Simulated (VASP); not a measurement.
# Rb (Fm-3m) in VASP: a series of runs, part 2 of 2

VASP 6.6.1.

**3. Relaxation of cell and atoms, LDA**

This run uses another cell than the first one, of 87.10 Å³/atom.

Input file INCAR:

```
SYSTEM = Rb
ALGO = Normal
EDIFF = 1E-7
EDIFFG = -0.01
ENCUT = 600
IBRION = 2
ISIF = 3
ISMEAR = -1
LASPH = .TRUE.
LCHARG = .FALSE.
LREAL = .FALSE.
LWAVE = .FALSE.
NELM = 80
NSW = 80
PREC = Accurate
SIGMA = 0.1
```

Input file KPOINTS:

```
k-points
0
G
  8 8 8
  0 0 0
```

Input file POSCAR:

```
Rb
1.0
    0.0000000000      3.5183295318      3.5183295318
    3.5183295318      0.0000000000      3.5183295318
    3.5183295318      3.5183295318      0.0000000000
Rb
1
Direct
    0.0000000000      0.0000000000      0.0000000000
```

Potentials or basis: VASP PAW LDA potentials, release 64 (Rb_sv).

Launch:

```bash
$ cat potpaw_LDA.64/Rb_sv/POTCAR > POTCAR
$ mpirun -np 1 vasp_std > vasp.out
```

OUTCAR:

```text
SYSTEM = Rb
   EDIFF = 1E-7
   EDIFFG = -0.01
   ENCUT = 600
   IBRION = 2
   ISIF = 3
   ISMEAR = -1
   LASPH = .TRUE.
   LREAL = .FALSE.
   NELM = 80
   NSW = 80
   PREC = Accurate

 ion  position               nearest neighbor table
   1  0.000  0.000  0.000-

  LATTYP: Found a face centered cubic cell.
 ALAT       =     7.0366590636

  Lattice vectors:

 A1 = (   0.0000000000,   3.5183295318,   3.5183295318)
 A2 = (   3.5183295318,   0.0000000000,   3.5183295318)
 A3 = (   3.5183295318,   3.5183295318,   0.0000000000)

Analysis of symmetry for initial positions (statically):
=====================================================================
 Subroutine PRICEL returns:
 Original cell was already a primitive cell.

 Routine SETGRP: Setting up the symmetry group for a
 face centered cubic supercell.

 Subroutine GETGRP returns: Found 48 space group operations
 (whereof 48 operations were pure point group operations)
 out of a pool of 48 trial point group operations.

The static configuration has the point symmetry O_h .

Analysis of symmetry for dynamics (positions and initial velocities):
=====================================================================
 Subroutine PRICEL returns:
 Original cell was already a primitive cell.

 Routine SETGRP: Setting up the symmetry group for a
 face centered cubic supercell.

 Subroutine GETGRP returns: Found 48 space group operations
 (whereof 48 operations were pure point group operations)
 out of a pool of 48 trial point group operations.

The dynamic configuration has the point symmetry O_h .

 Subroutine INISYM returns: Found 48 space group operations
 (whereof 48 operations are pure point group operations),
 and found     1 'primitive' translations

----------------------------------------------------------------------------------------

                                     Primitive cell

  volume of cell :      87.1043

  direct lattice vectors                    reciprocal lattice vectors
     0.000000000  3.518329532  3.518329532    -0.142112896  0.142112896  0.142112896
     3.518329532  0.000000000  3.518329532     0.142112896 -0.142112896  0.142112896
     3.518329532  3.518329532  0.000000000     0.142112896  0.142112896 -0.142112896

  length of vectors
     4.975669341  4.975669341  4.975669341     0.246146757  0.246146757  0.246146757

  position of ions in fractional coordinates (direct lattice)
     0.000000000  0.000000000  0.000000000

  ion indices of the primitive-cell ions
   primitive index   ion index
                 1           1

----------------------------------------------------------------------------------------

 KPOINTS: k-points

Automatic generation of k-mesh.
 Grid dimensions read from file:
 generate k-points for:    8    8    8

 Generating k-lattice:

  Cartesian coordinates                     Fractional coordinates (reciprocal lattice)
    -0.017764112  0.017764112  0.017764112     0.125000000  0.000000000  0.000000000
     0.017764112 -0.017764112  0.017764112     0.000000000  0.125000000  0.000000000
     0.017764112  0.017764112 -0.017764112     0.000000000  0.000000000  0.125000000

  Length of vectors
     0.030768345  0.030768345  0.030768345

  Shift w.r.t. Gamma in fractional coordinates (k-lattice)
     0.000000000  0.000000000  0.000000000

 Subroutine IBZKPT returns following result:
 ===========================================

 Found     29 irreducible k-points:

 Following reciprocal coordinates:
            Coordinates               Weight
  0.000000  0.000000  0.000000      1.000000
  0.125000  0.000000  0.000000      8.000000
  0.250000  0.000000  0.000000      8.000000
  0.375000  0.000000  0.000000      8.000000
  0.500000  0.000000  0.000000      4.000000
  0.125000  0.125000  0.000000      6.000000
[... 16 lines left out ...]
  0.500000  0.250000  0.125000     48.000000
 -0.375000  0.250000  0.125000     24.000000
 [... further k-points ...]
   k-points           NKPTS =     29   k-points in BZ     NKDIM =     29   number of bands    NBANDS=      8
   number of dos      NEDOS =    301   number of ions     NIONS =      1
   total plane-waves  NPLWV =  64000
   dimension x,y,z NGX =    40 NGY =   40 NGZ =   40
   dimension x,y,z NGXF=    80 NGYF=   80 NGZF=   80
   ions per type =               1
   NGX,Y,Z   is equivalent  to a cutoff of  13.36, 13.36, 13.36 a.u.
   NGXF,Y,Z  is equivalent  to a cutoff of  26.73, 26.73, 26.73 a.u.
 SYSTEM =  Rb
   PREC   = accura    normal or accurate (medium, high low for compatibility)
   ISTART =      0    job   : 0-new  1-cont  2-samecut
   ICHARG =      2    charge: 1-file 2-atom 10-const
   ISPIN  =      1    spin polarized calculation?
   LNONCOLLINEAR =      F non collinear calculations
   LSORBIT =      F    spin-orbit coupling
   LASPH  =      T    aspherical Exc in radial PAW
   ENCUT  =  600.0 eV  44.10 Ry    6.64 a.u.   9.94  9.94  9.94*2*pi/ulx,y,z
   NELM   =     80;   NELMIN=  2; NELMDL= -5     # of ELM steps
   EDIFF  = 0.1E-06   stopping-criterion for ELM
   LREAL  =      F    real-space projection
   EDIFFG = -.1E-01   stopping-criterion for IOM
   NSW    =     80    number of steps for IOM
   IBRION =      2    ionic relax: 0-MD 1-quasi-New 2-CG
   NFREE  =      1    steps in history (QN), initial steepest desc. (CG)
   ISIF   =      3    stress and relaxation
   ISYM   =      2    0-nonsym 1-usesym 2-fastsym
   POTIM  = 0.5000    time-step for ionic-motion
   TEBEG  =    0.0;   TEEND  =   0.0 temperature during run
   PSTRESS=    0.0 pullay stress
   NELECT =       9.0000    total number of electrons
   NUPDOWN=      -1.0000    fix difference up-down
   EMIN   =  10.00;   EMAX   =-10.00  energy-range for DOS
   EFERMI =   0.00;   METHOD = LEGACY
   ISMEAR =    -1;   SIGMA  =   0.10  broadening in eV -4-tet -1-fermi 0-gaus
   EFERMI_NEDOS =   21; number of points for ismear=-14 and -15
   IALGO  =     38    algorithm
   IMIX   =      4    mixing-type and parameters
     AMIX     =   0.40;   BMIX     =  1.00
     AMIX_MAG =   1.60;   BMIX_MAG =  1.00
  volume/ion in A,a.u.               =      87.10       587.81
  Fermi-wavevector in a.u.,A,eV,Ry     =   0.768203  1.451693  8.029279  0.590135
  Thomas-Fermi vector in A             =   1.868925
   LORBIT       =      0    0 simple, 1 ext, 2 COOP (PROOUT), +10 PAW based schemes
   GGA     = CA    functional components
   LHFCALC =     F    Hartree Fock is set to
   AEXX    =    0.0000 exact exchange contribution
   IVDW    =     0    specifies the selected vdW correction
   LEPSILON=     F    determine dielectric tensor
   LRPA    =     F    only Hartree local field effects (RPA)
 conjugate gradient relaxation of ions
 non-spin polarized calculation
  energy-cutoff  :      600.00
  volume of cell :       87.10
 maximum number of plane-waves:      2936
   NGX = 19   NGY = 19   NGZ = 19

--------------------------------------- Ionic step        1  -------------------------------------------

 number of electron       9.0000000 magnetization

 Free energy of the ion-electron system (eV)
  ---------------------------------------------------
  ext. energy  EPLUGINS =         0.00000000
  ---------------------------------------------------
  free energy    TOTEN  =        -1.06404924 eV

  energy without entropy =       -1.03198696  energy(sigma->0) =       -1.04801810

------------------------ aborting loop because EDIFF is reached ----------------------------------------

  FORCE on cell =-STRESS in cart. coord.  units (eV):
  Direction    XX          YY          ZZ          XY          YZ          ZX
  --------------------------------------------------------------------------------------
  -------------------------------------------------------------------------------------
  Total       -0.1692455     -0.1692455     -0.1692455     -0.0000000     -0.0000000      0.0000000
  in kB       -3.1130648     -3.1130648     -3.1130648     -0.0000000     -0.0000000      0.0000000
  external PRESSURE =      -3.1130648 kB  Pullay stress =       0.0000000 kB
[... 20 lines left out ...]
  energy  without entropy=       -1.0319869599  energy(sigma->0) =       -1.04801810

--------------------------------------- Ionic step        2  -------------------------------------------

 number of electron       9.0000000 magnetization

 E-fermi :  -0.0837     XC(G=0):  -5.8530

 val. band max:       -0.1976225823   @ k =   0.3750   0.3750   0.0000
 cond. band min:       0.0057407927   @ k =   0.5000   0.3750   0.1250
 fundamental gap:      0.2033633750
 Fermi energy:        -0.0837242693

 k-point     1 :       0.0000    0.0000    0.0000
  band No.  band energies     occupation
      1     -28.8102      2.00000
      2     -12.9044      2.00000
      3     -12.9044      2.00000
      4     -12.9044      2.00000
      5      -2.1339      2.00000
      6       3.5114      0.00000
      7       3.5114      0.00000
      8       3.5114      0.00000
[... 320 lines left out ...]
  energy  without entropy=       -1.0414708066  energy(sigma->0) =       -1.05734007

--------------------------------------- Ionic step        4  -------------------------------------------

 number of electron       9.0000000 magnetization

 Free energy of the ion-electron system (eV)
  ---------------------------------------------------
  ext. energy  EPLUGINS =         0.00000000
  ---------------------------------------------------
  free energy    TOTEN  =        -1.07355792 eV

  energy without entropy =       -1.04184147  energy(sigma->0) =       -1.05769970

 E-fermi :   0.1310     XC(G=0):  -6.0930

 val. band max:        0.0054493253   @ k =   0.3750   0.3750   0.0000
 cond. band min:       0.2114328997   @ k =   0.5000   0.0000   0.0000
 fundamental gap:      0.2059835743
 Fermi energy:         0.1309748058

 k-point     1 :       0.0000    0.0000    0.0000
  band No.  band energies     occupation
      1     -28.5555      2.00000
      2     -12.6361      2.00000
      3     -12.6361      2.00000
      4     -12.6361      2.00000
      5      -2.0446      2.00000
      6       3.7975      0.00000
      7       3.7975      0.00000
      8       3.7975      0.00000
[... 281 lines left out ...]
  FREE ENERGIE OF THE ION-ELECTRON SYSTEM (eV)
  ---------------------------------------------------
  free  energy   TOTEN  =        -1.0735579226 eV

  energy  without entropy=       -1.0418414680  energy(sigma->0) =       -1.05769970

 reached required accuracy - stopping structural energy minimisation
```

It took 82 s on 1 thread of Intel Xeon 8259CL, shared host; peak memory 0.21 GiB.

What came out:

| Quantity | Value |
| --- | --- |
| Free energy | -1.0736 eV |
| Relaxed volume | 77.74 Å³/atom |
| Relaxed cell | a = 4.791 Å, b = 4.791 Å, c = 4.791 Å, α = 60.00°, β = 60.00°, γ = 60.00° |
| Space group after relaxing (to 0.1 Å) | Fm-3m (No. 225) |
| Energy gained by relaxing | 9.5 meV/atom |
| Ionic steps | 4 |
| Pressure after relaxing | 0.0 GPa |
| Band gap on the k mesh | zero (an odd number of electrons rules out a gap without spin polarisation) |

Step by step:
```
step  energy change (eV)  largest force (eV/Å)  pressure (GPa)  volume (Å³)
   1              0.0000                0.0000           -0.31        87.10
   2             -0.0037                0.0000           -0.25        84.99
   3             -0.0092                0.0000           -0.08        79.78
   4             -0.0095                0.0000            0.02        77.74
```

Final structure:
```
Rb
1.0
     0.00000    3.38750    3.38750
     3.38750    0.00000    3.38750
     3.38750    3.38750    0.00000
Rb
1
Direct
  0.00000 0.00000 0.00000
```

Levels at points of the mesh, in eV from the Fermi level:
```
           k point  band 1  band 2  band 3  band 4  band 5  band 6  band 7  band 8
(0.00, 0.00, 0.00)  -28.69  -12.77  -12.77  -12.77   -2.18    3.67    3.67    3.67
(0.50, 0.00, 0.00)  -28.68  -12.93  -12.79  -12.79    0.08    0.86    3.45    3.45
(0.50, 0.50, 0.00)  -28.68  -12.92  -12.83  -12.83    0.56    1.69    1.75    5.04
```
